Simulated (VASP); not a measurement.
Write the native input for VASP 6.6.1 that does the following.

```
Task                   : single point
Functional             : PBE
Potentials or basis    : VASP PAW PBE potentials, release 64 (Bi_d)
Cutoff                 : 500 eV
k mesh                 : 14 × 14 × 14
Occupations            : fermi-dirac, width 0.08 eV
Spin                   : no spin polarisation
Dipole correction      : no
Further INCAR settings : ALGO = Normal; EDIFF = 1e-06; NBANDS = 14
```

The structure of Bi lies in POSCAR:

```
Bi
1.0
    0.0000000000      2.5161226846      2.5161226846
    2.5161226846      0.0000000000      2.5161226846
    2.5161226846      2.5161226846      0.0000000000
Bi
1
Direct
    0.0000000000      0.0000000000      0.0000000000
```

This isn't the form of Bi at room conditions, which is rhombohedral.

These files were run (other wordings do the same):

INCAR

```
SYSTEM = Bi
PREC = Accurate ; ENCUT = 500
EDIFF = 1E-6 ; ISMEAR = -1
SIGMA = 0.08 ; LREAL = .FALSE.
LASPH = .TRUE. ; NELM = 120
ALGO = Normal ; ISIF = 2
LWAVE = .FALSE. ; LCHARG = .FALSE.
GGA = PE ; NBANDS = 14
GGA_COMPAT = .FALSE.
```

KPOINTS

```
regular mesh
0
G
  14 14 14
  0 0 0
```

Potentials or basis: VASP PAW PBE potentials, release 64 (Bi_d).

Run with:

```sh
$ cat potpaw_PBE.64/Bi_d/POTCAR > POTCAR
$ mpirun -np 1 vasp_std > vasp.out
```

Results of the run:

The pressure is 0.0 GPa. The band gap on the k mesh is zero (an odd number of electrons rules out a gap without spin polarisation).

Caveat: spin-orbit coupling is left out, which moves the levels of the heavy elements.

Wall time 36 s on 1 thread of Intel(R) Xeon(R) Platinum 8259CL CPU @ 2.50GHz (Skylake/Cascade Lake), on a shared host, peak memory 0.18 GiB.
